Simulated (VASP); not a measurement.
# Au (I4/mmm) in VASP: notebook, part 2 of 2

VASP 6.6.1. The steps go on from the part before.

**4. Single point, PBEsol (strain +0.000 along x and y, +0.015 along z)**

The input, INCAR:

```
PREC = Accurate
ENCUT = 520
EDIFF = 1E-7
ISMEAR = 0
SIGMA = 0.15
LREAL = F
LASPH = T
NELM = 80
ALGO = Normal
ISIF = 2
LWAVE = F
LCHARG = T
GGA = PS
LELF = T
LVHAR = T
NBANDS = 12
```

The input, KPOINTS:

```
regular mesh
0
Gamma
  20 20 20
```

The input, POSCAR:

```
Au
1.0
   -1.6572690000      1.6572690000      1.6821280350
    1.6572690000     -1.6572690000      1.6821280350
    1.6572690000      1.6572690000     -1.6821280350
Au
1
Direct
    0.0000000000      0.0000000000      0.0000000000
```

Potentials or basis: VASP PAW PBE potentials, release 64 (Au).

Started as:

```
cat potpaw_PBE.64/Au/POTCAR > POTCAR
mpirun -np 1 vasp_std > vasp.out
```

OUTCAR:

```text
PREC = Accurate
   ENCUT = 520
   EDIFF = 1E-7
   ISMEAR = 0
   LREAL = F
   LASPH = T
   NELM = 80
   ISIF = 2
   GGA = PS

 ion  position               nearest neighbor table
   1  0.000  0.000  0.000-

  LATTYP: Found a body centered tetragonal cell.
 ALAT       =     3.3145380000
 C/A-ratio  =     1.0150000000

  Lattice vectors:

 A1 = (  -1.6572690000,   1.6572690000,   1.6821280350)
 A2 = (   1.6572690000,  -1.6572690000,   1.6821280350)
 A3 = (   1.6572690000,   1.6572690000,  -1.6821280350)

Analysis of symmetry for initial positions (statically):
=====================================================================
 Subroutine PRICEL returns:
 Original cell was already a primitive cell.

 Routine SETGRP: Setting up the symmetry group for a
 body centered tetragonal supercell.

 Subroutine GETGRP returns: Found 16 space group operations
 (whereof 16 operations were pure point group operations)
 out of a pool of 16 trial point group operations.

The static configuration has the point symmetry D_4h.

Analysis of symmetry for dynamics (positions and initial velocities):
=====================================================================
[... 162 lines left out ...]
 Fermi energy:         8.0112899010

 k-point     1 :       0.0000    0.0000    0.0000
  band No.  band energies     occupation
      1      -1.0963      2.00000
      2       3.5235      2.00000
      3       3.5235      2.00000
      4       3.6091      2.00000
      5       5.2129      2.00000
      6       5.3109      2.00000
      7      24.2823      0.00000
      8      24.5274      0.00000
      9      24.5274      0.00000
     10      30.5526      0.00000
     11      30.9931      0.00000
     12      30.9931      0.00000
[... 331 lines left out ...]
 k-point    24 :      -0.3500    0.0500    0.0000
  band No.  band energies     occupation
      1       1.3313      2.00000
      2       2.8764      2.00000
      3       4.2249      2.00000
      4       5.0082      2.00000
      5       5.4028      2.00000
      6       5.7367      2.00000
      7      16.3154      0.00000
      8      21.5043      0.00000
      9      23.2447      0.00000
     10      27.6849      0.00000
     11      28.4923      0.00000
     12      30.4004      0.00000

 [... further k-points ...]
[... 5 lines left out ...]
  --------------------------------------------------------------------------------------
  -------------------------------------------------------------------------------------
  Total       -1.2996909     -1.2996909     -1.2950502      0.0000000     -0.0000000      0.0000000
  in kB     -112.6796807   -112.6796807   -112.2773402      0.0000000     -0.0000000      0.0000000
  external PRESSURE =    -112.5455672 kB  Pullay stress =       0.0000000 kB

 VOLUME and BASIS-vectors are now :
 -----------------------------------------------------------------------------
  energy-cutoff  :      520.00
  volume of cell :       18.48
      direct lattice vectors                 reciprocal lattice vectors
    -1.657269000  1.657269000  1.682128035     0.000000000  0.301701172  0.297242534
     1.657269000 -1.657269000  1.682128035     0.301701172  0.000000000  0.297242534
     1.657269000  1.657269000 -1.682128035     0.301701172  0.301701172  0.000000000

 POSITION                                       TOTAL-FORCE (eV/Angst)
 -----------------------------------------------------------------------------------
      0.00000      0.00000      0.00000         0.000000     -0.000000      0.000000
 -----------------------------------------------------------------------------------
    total drift:                               -0.000000      0.000000      0.000000

  FREE ENERGIE OF THE ION-ELECTRON SYSTEM (eV)
  ---------------------------------------------------
  free  energy   TOTEN  =        -3.8496028797 eV

  energy  without entropy=       -3.8464943990  energy(sigma->0) =       -3.84804864
```

OSZICAR:

```text
N       E                     dE             d eps       ncg     rms          rms(c)
DAV:   1     0.483658874543E+02    0.48366E+02   -0.55119E+03 16096   0.808E+02
DAV:   2    -0.349392121392E+01   -0.51860E+02   -0.48683E+02 18252   0.183E+02
DAV:   3    -0.419402900077E+01   -0.70011E+00   -0.69943E+00 18084   0.205E+01
DAV:   4    -0.419639922178E+01   -0.23702E-02   -0.23701E-02 17576   0.139E+00
DAV:   5    -0.419641739225E+01   -0.18170E-04   -0.18172E-04 18104   0.117E-01    0.728E+00
DAV:   6    -0.386910147969E+01    0.32732E+00   -0.10106E+00 16404   0.774E+00    0.473E+00
DAV:   7    -0.385226394219E+01    0.16838E-01   -0.51250E-02 17780   0.174E+00    0.260E+00
DAV:   8    -0.384961583134E+01    0.26481E-02   -0.96235E-04 17080   0.274E-01    0.269E-01
DAV:   9    -0.384959925280E+01    0.16579E-04   -0.80081E-06 16768   0.243E-02    0.157E-02
DAV:  10    -0.384960292062E+01   -0.36678E-05   -0.13761E-06 17624   0.105E-02    0.435E-03
DAV:  11    -0.384960287972E+01    0.40901E-07   -0.71597E-08 11204   0.209E-03
   1 F= -.38496029E+01 E0= -.38480486E+01  d E =-.310848E-02
```

stdout:

```text
POSCAR found type information on POSCAR Au
 POSCAR found :  1 types and       1 ions
 scaLAPACK will be used
 -----------------------------------------------------------------------------
|                                                                             |
|                                                                             |
|     You enforced a specific xc type in the INCAR file but a different       |
|     I HOPE YOU KNOW WHAT YOU ARE DOING!                                     |
|                                                                             |
 -----------------------------------------------------------------------------

 LDA part: xc-table for (Slater+PW92), standard interpolation
 POSCAR, INCAR and KPOINTS ok, starting setup
 FFT: planning ... GRIDC
 FFT: planning ... GRID_SOFT
 FFT: planning ... GRID
 WAVECAR not read
 entering main loop
```

Wall time 32 s (1 thread of Intel Xeon 6975P-C (Granite Rapids), shared host); peak memory 0.25 GiB.

Results:

```yaml
Free_energy: -3.8496 eV
Pressure: -11.3 GPa
```

Levels at points of the mesh, in eV from the Fermi level:
| k point | band 2 | band 3 | band 4 | band 5 | band 6 | band 7 | band 8 | band 9 | band 10 | band 11 |
| --- | --- | --- | --- | --- | --- | --- | --- | --- | --- | --- |
| (0.00, 0.00, 0.00) | -4.49 | -4.49 | -4.40 | -2.80 | -2.70 | 16.27 | 16.52 | 16.52 | 22.54 | 22.98 |
| (0.50, 0.00, 0.00) | -5.38 | -2.93 | -2.59 | -1.42 | -0.40 | 3.04 | 12.33 | 13.39 | 20.76 | 21.16 |
| (0.50, 0.50, 0.00) | -5.48 | -2.82 | -2.55 | -1.40 | -0.32 | 3.15 | 12.11 | 13.07 | 20.32 | 20.96 |
| (0.50, 0.50, 0.50) | -6.15 | -1.77 | -1.74 | -1.74 | 5.87 | 6.28 | 6.28 | 8.72 | 14.97 | 15.26 |

Caveat: the cell differs from its parent crystal (strain +0.000 along x and y, +0.015 along z); the PAW data sets were made with another functional, which shifts forces and pressure a little; spin-orbit coupling is left out, which moves the levels of the heavy elements.

**5. Single point, PBEsol (strain +0.015 along x and y, -0.015 along z)**

The input, INCAR:

```
PREC = Accurate
ENCUT = 520
EDIFF = 1E-7
ISMEAR = 0
SIGMA = 0.15
LREAL = F
LASPH = T
NELM = 100
ALGO = Normal
ISIF = 2
LWAVE = F
LCHARG = F
GGA = PS
NBANDS = 12
```

The input, KPOINTS:

```
Automatic mesh
0
Gamma
  20 20 20
```

The input, POSCAR:

```
Au
1.0
   -1.6821280350      1.6821280350      1.6324099650
    1.6821280350     -1.6821280350      1.6324099650
    1.6821280350      1.6821280350     -1.6324099650
Au
1
Direct
    0.0000000000      0.0000000000      0.0000000000
```

Potentials or basis: VASP PAW PBE potentials, release 64 (Au).

Started as:

```
cat potpaw_PBE.64/Au/POTCAR > POTCAR
mpirun -np 1 vasp_std > vasp.out
```

OUTCAR:

```text
PREC = Accurate
   ENCUT = 520
   EDIFF = 1E-7
   ISMEAR = 0
   LREAL = F
   LASPH = T
   NELM = 100
   ISIF = 2
   GGA = PS

 ion  position               nearest neighbor table
   1  0.000  0.000  0.000-

  LATTYP: Found a body centered tetragonal cell.
 ALAT       =     3.3642560700
 C/A-ratio  =     0.9704433498

  Lattice vectors:

 A1 = (  -1.6821280350,   1.6821280350,   1.6324099650)
 A2 = (   1.6821280350,  -1.6821280350,   1.6324099650)
[... 540 lines left out ...]
     12      31.0159      0.00000

 [... further k-points ...]

------------------------ aborting loop because EDIFF is reached ----------------------------------------

  FORCE on cell =-STRESS in cart. coord.  units (eV):
  Direction    XX          YY          ZZ          XY          YZ          ZX
  --------------------------------------------------------------------------------------
  -------------------------------------------------------------------------------------
  Total       -1.2865209     -1.2865209     -1.3076057      0.0000000     -0.0000000      0.0000000
  in kB     -111.5629787   -111.5629787   -113.3913825      0.0000000     -0.0000000      0.0000000
  external PRESSURE =    -112.1724466 kB  Pullay stress =       0.0000000 kB

 VOLUME and BASIS-vectors are now :
 -----------------------------------------------------------------------------
  energy-cutoff  :      520.00
  volume of cell :       18.48
      direct lattice vectors                 reciprocal lattice vectors
    -1.682128035  1.682128035  1.632409965     0.000000000  0.297242534  0.306295606
     1.682128035 -1.682128035  1.632409965     0.297242534  0.000000000  0.306295606
     1.682128035  1.682128035 -1.632409965     0.297242534  0.297242534  0.000000000

 POSITION                                       TOTAL-FORCE (eV/Angst)
 -----------------------------------------------------------------------------------
      0.00000      0.00000      0.00000        -0.000000      0.000000      0.000000
 -----------------------------------------------------------------------------------
    total drift:                                0.000000      0.000000      0.000000

  FREE ENERGIE OF THE ION-ELECTRON SYSTEM (eV)
  ---------------------------------------------------
  free  energy   TOTEN  =        -3.8500267340 eV

  energy  without entropy=       -3.8465495243  energy(sigma->0) =       -3.84828813
```

OSZICAR:

```text
N       E                     dE             d eps       ncg     rms          rms(c)
DAV:   1     0.482382126749E+02    0.48238E+02   -0.55146E+03 15928   0.808E+02
DAV:   2    -0.349974923911E+01   -0.51738E+02   -0.48737E+02 18168   0.182E+02
DAV:   3    -0.419450778839E+01   -0.69476E+00   -0.69406E+00 18188   0.205E+01
DAV:   4    -0.419684959288E+01   -0.23418E-02   -0.23417E-02 17512   0.138E+00
DAV:   5    -0.419686759610E+01   -0.18003E-04   -0.18003E-04 18196   0.117E-01    0.728E+00
DAV:   6    -0.386952867974E+01    0.32734E+00   -0.10097E+00 16436   0.774E+00    0.473E+00
DAV:   7    -0.385268682105E+01    0.16842E-01   -0.51277E-02 17780   0.175E+00    0.260E+00
DAV:   8    -0.385003991675E+01    0.26469E-02   -0.97163E-04 17084   0.276E-01    0.270E-01
DAV:   9    -0.385002310848E+01    0.16808E-04   -0.81093E-06 16884   0.247E-02    0.162E-02
DAV:  10    -0.385002677439E+01   -0.36659E-05   -0.13744E-06 17672   0.105E-02    0.440E-03
DAV:  11    -0.385002673404E+01    0.40354E-07   -0.71422E-08 11236   0.209E-03
   1 F= -.38500267E+01 E0= -.38482881E+01  d E =-.347721E-02
```

It took 31 s on 1 thread of Intel Xeon 6975P-C (Granite Rapids), shared host; peak memory 0.25 GiB.

What came out:

```yaml
Free_energy: -3.8500 eV
Pressure: -11.2 GPa
```

Caveat: the cell differs from its parent crystal (strain +0.015 along x and y, -0.015 along z); the PAW data sets were made with another functional, which shifts forces and pressure a little; spin-orbit coupling is left out, which moves the levels of the heavy elements.

**6. The runs side by side**

```csv
cell,gap on the mesh (eV),pressure (GPa)
"a = 2.842 Å, angles 108.7, 108.7, 111.1°, 1 atom",none,-5.8
"a = 2.871 Å, angles 108.3, 108.3, 111.9°, 1 atom",none,-9.5
"a = 2.885 Å, angles 109.9, 109.9, 108.7°, 1 atom",none,-11.3
"a = 2.885 Å, angles 108.7, 108.7, 111.1°, 1 atom",none,-11.2
```

Alike in all rows: task single point; level PBEsol; potentials or basis VASP PAW PBE potentials, release 64 (Au); no spin polarisation; k mesh 20 × 20 × 20; cutoff (eV) 520; smearing gaussian 0.15 eV.

Caveats: the PAW data sets were made with another functional, which shifts forces and pressure a little; spin-orbit coupling is left out, which moves the levels of the heavy elements.

Total energies depend on the potentials used, so only differences within one code and one set of settings carry meaning.
